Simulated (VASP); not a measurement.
PbS (Galena):

```
Pb S
1.0
     0.00000    2.96575    2.96575
     2.96575    0.00000    2.96575
     2.96575    2.96575    0.00000
Pb S
1 1
Direct
  0.00000 0.00000 0.00000
  0.50000 0.50000 0.50000
```

Base run:

```yaml
Program: VASP 6.6.1
Functional: PBE
Potentials_or_basis: VASP PAW PBE potentials, release 64 (Pb_d, S)
Cutoff: 500 eV
k_mesh: 5 × 5 × 5
Occupations: gaussian, width 0.01 eV
Spin: no spin polarisation
```

Its results: pressure 2.0 GPa.

The run is repeated on the same cell with these changes: k mesh from 5 × 5 × 5 to 3 × 3 × 3. What comes out?

Pressure 1.1 GPa.

Caveats: some runs use coarse meshes.
